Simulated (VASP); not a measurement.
# SnO2 in VASP: further runs

SnO2 is run at these levels: PBE; tasks: single point.

Program: VASP 6.6.1. These are calculated values, not measurements. Logs are shortened: lines on timing, memory, paths and dates and some standing lists are left out, and cuts for length are marked.

**1. The cell of the first run**

The cell holds an amorphous packing of atoms, 24 atoms: a = 6.720 Å, b = 6.942 Å, c = 7.044 Å, α = 91.48°, β = 94.19°, γ = 89.14°.

**2. Single point, PBE**

INCAR

```
PREC = Accurate
ENCUT = 520
EDIFF = 1E-6
ISMEAR = -1
SIGMA = 0.05
LREAL = Auto
LASPH = True
NELM = 80
ALGO = Normal
ISIF = 2
LWAVE = False
LCHARG = False
GGA = PE
ISYM = 0
NBANDS = 122
```

KPOINTS

```
Automatic mesh
0
Gamma
  1 1 1
```

POSCAR

```
SnO2
1.0
    6.7155290000      0.0495070000     -0.2513230000
    0.0495070000      6.9412360000     -0.0896220000
   -0.2513230000     -0.0896220000      7.0388050000
Sn O
8 16
Direct
    0.4529630850      0.6073581446      0.4689034137
    0.3021829837      0.3682854521      0.8771552860
    0.7675252807      0.1374828318      0.7315352879
    0.4294487634      0.8303822433      0.9737881457
    0.9768993291      0.8466653352      0.4192637970
    0.4472984115      0.1432872641      0.3294293662
    0.0208435591      0.3836404706      0.2898835942
    0.8450887884      0.6581608986      0.8946568268
    0.4882823954      1.0161877407      0.6085037693
    0.1368290350      0.5974343723      0.4767352621
    0.4378668725      0.8429464609      0.2705897611
    0.4081948812      0.1182268735      0.0074550284
    0.7468882112      0.6797931031      0.5773644253
    0.3831785490      0.8444463531      0.6581357991
    0.8896681378      0.6558143379      0.1931879713
    0.7381610144      0.2392743436      0.3857961807
    0.5613326835      0.5616375879      0.9440755779
   -0.0078921730     -0.0170594534      0.6692953723
    0.4332073957      0.3470567173      0.6127555600
    0.1244576907      0.1006371471      0.3169167753
    0.7206921835      0.9304526549      0.9486484637
    0.1710284665      0.6501926292      0.9062907626
    0.9569385967      0.3259614938      0.9013949101
    0.3301465656      0.4059508582      0.2303817982
```

Potentials or basis: VASP PAW PBE potentials, release 64 (Sn_d, O).

Command:

```console
$ cat potpaw_PBE.64/Sn_d/POTCAR potpaw_PBE.64/O/POTCAR > POTCAR
$ mpirun -np 1 vasp_gam > vasp.out
```

OUTCAR:

```text
PREC = Accurate
   ENCUT = 520
   EDIFF = 1E-6
   ISMEAR = -1
   LREAL = Auto
   LASPH = True
   NELM = 80
   ISIF = 2
   GGA = PE
   ISYM = 0

 ion  position               nearest neighbor table
   1  0.453  0.607  0.469-  19 2.11  13 2.13  10 2.13  14 2.16  11 2.17  24 2.27   6 3.34   7 3.45
                             2 3.57   5 3.58
   2  0.302  0.368  0.877-  12 2.08  19 2.12  22 2.15  17 2.23  23 2.36  24 2.49   4 3.37   1 3.57
                             7 3.58   6 3.65   8 3.65   3 3.69
   3  0.768  0.137  0.732-  18 1.91  23 2.12  21 2.17   9 2.18  16 2.55  19 2.75   5 3.32   6 3.43
                             8 3.57   4 3.68   2 3.69
   4  0.429  0.830  0.974-  12 2.01  17 2.07  11 2.09  21 2.11  22 2.17  14 2.23   8 3.10   6 3.27
                             2 3.37   3 3.68
   5  0.977  0.847  0.419-  18 1.97  10 2.06  15 2.10  20 2.20  13 2.31   3 3.32   7 3.33   1 3.58

   6  0.447  0.143  0.329-  16 2.08  24 2.09  11 2.12   9 2.17  20 2.19  12 2.27  19 2.42   4 3.27
                             7 3.29   1 3.34   3 3.43   2 3.65
   7  0.021  0.384  0.290-  10 2.08  20 2.08  24 2.16  15 2.18  16 2.31  23 2.76   6 3.29   5 3.33
                             1 3.45   8 3.54   2 3.58
   8  0.845  0.658  0.895-  17 2.09  21 2.09  15 2.10  22 2.19  13 2.29  23 2.42   4 3.10   7 3.54
                             3 3.57   2 3.65
   9  0.488  0.016  0.609-  14 1.46   6 2.17   3 2.18
  10  0.137  0.597  0.477-   5 2.06   7 2.08   1 2.13
  11  0.438  0.843  0.271-   4 2.09   6 2.12   1 2.17
  12  0.408  0.118  0.007-   4 2.01   2 2.08   6 2.27
  13  0.747  0.680  0.577-   1 2.13   8 2.29   5 2.31
  14  0.383  0.844  0.658-   9 1.46   1 2.16   4 2.23
  15  0.890  0.656  0.193-   5 2.10   8 2.10   7 2.18
  16  0.738  0.239  0.386-   6 2.08   7 2.31   3 2.55
  17  0.561  0.562  0.944-   4 2.07   8 2.09   2 2.23
  18  0.992  0.983  0.669-   3 1.91   5 1.97
  19  0.433  0.347  0.613-   1 2.11   2 2.12   6 2.42   3 2.75
  20  0.124  0.101  0.317-   7 2.08   6 2.19   5 2.20
  21  0.721  0.930  0.949-   8 2.09   4 2.11   3 2.17
  22  0.171  0.650  0.906-   2 2.15   4 2.17   8 2.19
  23  0.957  0.326  0.901-   3 2.12   2 2.36   8 2.42   7 2.76
  24  0.330  0.406  0.230-   6 2.09   7 2.16   1 2.27   2 2.49

IMPORTANT INFORMATION: All symmetrisations will be switched off!
NOSYMM: (Re-)initialisation of all symmetry stuff for point group C_1.

----------------------------------------------------------------------------------------

                                     Primitive cell

  volume of cell :     327.6000

  direct lattice vectors                    reciprocal lattice vectors
     6.715529000  0.049507000 -0.251323000     0.149114711 -0.000994951  0.005311525
     0.049507000  6.941236000 -0.089622000    -0.000994951  0.144096888  0.001799197
    -0.251323000 -0.089622000  7.038805000     0.005311525  0.001799197  0.142282128

  length of vectors
     6.720412483  6.941991087  7.043860531     0.149212597  0.144111554  0.142392603

  position of ions in fractional coordinates (direct lattice)
     0.452963085  0.607358145  0.468903414
     0.302182984  0.368285452  0.877155286
     0.767525281  0.137482832  0.731535288
     0.429448763  0.830382243  0.973788146
     0.976899329  0.846665335  0.419263797
     0.447298412  0.143287264  0.329429366
[... 16 lines left out ...]
     0.956938597  0.325961494  0.901394910
     0.330146566  0.405950858  0.230381798

  ion indices of the primitive-cell ions
   primitive index   ion index
                 1           1
                 2           2
                 3           3
                 4           4
                 5           5
                 6           6
[... 16 lines left out ...]
                23          23
                24          24

----------------------------------------------------------------------------------------

 KPOINTS: Automatic mesh

Automatic generation of k-mesh.
 Grid dimensions read from file:
 generate k-points for:    1    1    1

 Generating k-lattice:

  Cartesian coordinates                     Fractional coordinates (reciprocal lattice)
     0.149114711 -0.000994951  0.005311525     1.000000000 -0.000000000  0.000000000
    -0.000994951  0.144096888  0.001799197     0.000000000  1.000000000  0.000000000
     0.005311525  0.001799197  0.142282128     0.000000000  0.000000000  1.000000000

  Length of vectors
     0.149212597  0.144111554  0.142392603

  Shift w.r.t. Gamma in fractional coordinates (k-lattice)
     0.000000000  0.000000000  0.000000000

 Subroutine IBZKPT returns following result:
 ===========================================

 Found      1 irreducible k-points:

 Following reciprocal coordinates:
            Coordinates               Weight
  0.000000  0.000000  0.000000      1.000000
   k-points           NKPTS =      1   k-points in BZ     NKDIM =      1   number of bands    NBANDS=    122
   number of dos      NEDOS =    301   number of ions     NIONS =     24
   total plane-waves  NPLWV = 145800
   dimension x,y,z NGX =    50 NGY =   54 NGZ =   54
   dimension x,y,z NGXF=   100 NGYF=  108 NGZF=  108
   ions per type =               8  16
   NGX,Y,Z   is equivalent  to a cutoff of  12.37, 12.93, 12.74 a.u.
   NGXF,Y,Z  is equivalent  to a cutoff of  24.74, 25.86, 25.49 a.u.
 SYSTEM =  unknown system
   PREC   = accura    normal or accurate (medium, high low for compatibility)
   ISTART =      0    job   : 0-new  1-cont  2-samecut
   ICHARG =      2    charge: 1-file 2-atom 10-const
   ISPIN  =      1    spin polarized calculation?
   LNONCOLLINEAR =      F non collinear calculations
   LSORBIT =      F    spin-orbit coupling
   LASPH  =      T    aspherical Exc in radial PAW
   ENCUT  =  520.0 eV  38.22 Ry    6.18 a.u.  12.50 12.91 13.10*2*pi/ulx,y,z
   NELM   =     80;   NELMIN=  2; NELMDL= -5     # of ELM steps
   EDIFF  = 0.1E-05   stopping-criterion for ELM
   LREAL  =      T    real-space projection
   EDIFFG = 0.1E-04   stopping-criterion for IOM
   NSW    =      0    number of steps for IOM
   IBRION =     -1    ionic relax: 0-MD 1-quasi-New 2-CG
   NFREE  =      0    steps in history (QN), initial steepest desc. (CG)
   ISIF   =      2    stress and relaxation
   ISYM   =      0    0-nonsym 1-usesym 2-fastsym
   POTIM  = 0.5000    time-step for ionic-motion
   TEBEG  =    0.0;   TEEND  =   0.0 temperature during run
   PSTRESS=    0.0 pullay stress
   NELECT =     208.0000    total number of electrons
   NUPDOWN=      -1.0000    fix difference up-down
   EMIN   =  10.00;   EMAX   =-10.00  energy-range for DOS
   EFERMI =   0.00;   METHOD = LEGACY
   ISMEAR =    -1;   SIGMA  =   0.05  broadening in eV -4-tet -1-fermi 0-gaus
   EFERMI_NEDOS =   21; number of points for ismear=-14 and -15
   IALGO  =     38    algorithm
   IMIX   =      4    mixing-type and parameters
     AMIX     =   0.40;   BMIX     =  1.00
     AMIX_MAG =   1.60;   BMIX_MAG =  1.00
  volume/ion in A,a.u.               =      13.65        92.11
  Fermi-wavevector in a.u.,A,eV,Ry     =   1.407067  2.658970 26.937310  1.979836
  Thomas-Fermi vector in A             =   2.529363
   LORBIT       =      0    0 simple, 1 ext, 2 COOP (PROOUT), +10 PAW based schemes
   GGA     = PE    functional components
   LHFCALC =     F    Hartree Fock is set to
   AEXX    =    0.0000 exact exchange contribution
   IVDW    =     0    specifies the selected vdW correction
   LEPSILON=     F    determine dielectric tensor
   LRPA    =     F    only Hartree local field effects (RPA)
 non-spin polarized calculation
  energy-cutoff  :      520.00
  volume of cell :      327.60
 maximum number of plane-waves:      4411
 NGX is ok and might be reduce to    50
   NGX = 25   NGY = 25   NGZ = 27

 number of electron     208.0000004 magnetization

 Free energy of the ion-electron system (eV)
  ---------------------------------------------------
  ext. energy  EPLUGINS =         0.00000000
  ---------------------------------------------------
  free energy    TOTEN  =      -140.98963623 eV

  energy without entropy =     -140.98963623  energy(sigma->0) =     -140.98963623

 E-fermi :   5.9224     XC(G=0): -10.5641

 val. band max:        4.7503853097   @ k =   0.0000   0.0000   0.0000
 cond. band min:       7.1054378966   @ k =   0.0000   0.0000   0.0000
 fundamental gap:      2.3550525869
 Fermi energy:         5.9224380138

 k-point     1 :       0.0000    0.0000    0.0000
  band No.  band energies     occupation
      1     -16.9381      2.00000
      2     -16.1949      2.00000
      3     -16.0184      2.00000
      4     -15.9951      2.00000
      5     -15.9477      2.00000
      6     -15.8887      2.00000
[... 108 lines left out ...]
    115      11.1892      0.00000
    116      11.7008      0.00000
 [bands above 116 left out]

------------------------ aborting loop because EDIFF is reached ----------------------------------------

  FORCE on cell =-STRESS in cart. coord.  units (eV):
  Direction    XX          YY          ZZ          XY          YZ          ZX
  --------------------------------------------------------------------------------------
  -------------------------------------------------------------------------------------
  Total       -3.1394862     -4.7098179     -1.9014141    -13.2788779      6.6460729     -4.9136358
  in kB      -15.3541336    -23.0340789     -9.2991540    -64.9423661     32.5036274    -24.0308810
  external PRESSURE =     -15.8957888 kB  Pullay stress =       0.0000000 kB

 VOLUME and BASIS-vectors are now :
 -----------------------------------------------------------------------------
  energy-cutoff  :      520.00
  volume of cell :      327.60
      direct lattice vectors                 reciprocal lattice vectors
     6.715529000  0.049507000 -0.251323000     0.149114711 -0.000994951  0.005311525
     0.049507000  6.941236000 -0.089622000    -0.000994951  0.144096888  0.001799197
    -0.251323000 -0.089622000  7.038805000     0.005311525  0.001799197  0.142282128

 POSITION                                       TOTAL-FORCE (eV/Angst)
 -----------------------------------------------------------------------------------
      2.95411      4.19622      3.13225         0.540941      0.511484     -0.361494
      1.82710      2.49270      6.06517        -0.098544      0.853312      0.812892
      4.97729      0.92674      4.94392        -0.875729      0.701870      0.902605
      2.68035      5.69787      6.67195        -0.908854     -0.828870     -0.172828
      6.49694      5.88769      2.62972        -0.351348     -0.504510     -0.002911
      2.92815      0.98721      2.19353        -0.652217     -0.308277     -0.558909
[... 16 lines left out ...]
      6.21595      2.22917      6.07503        -0.160032      1.186459      0.055724
      2.17931      2.81350      1.50226         0.078493      0.431379     -0.271418
 -----------------------------------------------------------------------------------
    total drift:                                0.017750     -0.003041     -0.001256

  FREE ENERGIE OF THE ION-ELECTRON SYSTEM (eV)
  ---------------------------------------------------
  free  energy   TOTEN  =      -140.9896362278 eV

  energy  without entropy=     -140.9896362275  energy(sigma->0) =     -140.98963623
```

Wall time 2.6 min (1 thread of Intel Xeon Platinum 8259CL at 2.50GHz (Skylake/Cascade Lake), shared host); peak memory 0.33 GiB.

Results:

| Property | Result |
| --- | --- |
| Free energy | -140.9896 eV |
| Pressure | -1.6 GPa |
| Largest force | 1.731 eV/Å |
| Band gap on the k mesh | 2.35 eV |

Forces on the atoms (eV/Å):
```
Sn   0.541  0.511 -0.361
Sn  -0.099  0.853  0.813
Sn  -0.876  0.702  0.903
Sn  -0.909 -0.829 -0.173
Sn  -0.351 -0.505 -0.003
Sn  -0.652 -0.308 -0.559
Sn  -1.363 -0.287 -0.384
Sn   1.214 -0.567 -1.097
O   -0.468 -0.241  0.310
O    0.289  0.076  0.637
O    0.225 -0.613 -0.178
O   -0.686  1.053  0.230
O    0.322 -0.241  0.109
O    0.386  0.583 -0.081
O    0.182 -0.571 -0.224
O    0.399 -0.143  0.632
O   -0.372 -0.386 -0.163
O    1.203 -0.544 -0.073
O    0.121  0.298  0.334
O    0.200 -0.315  0.018
O    0.731 -0.324 -0.483
O    0.045  0.178  0.009
O   -0.160  1.186  0.056
O    0.078  0.431 -0.271
```

Caveat: the k points lie up to 0.94 Å⁻¹ apart; spin-orbit coupling is left out, which moves the levels of the heavy elements.

(Continued in part 2 of 2.)
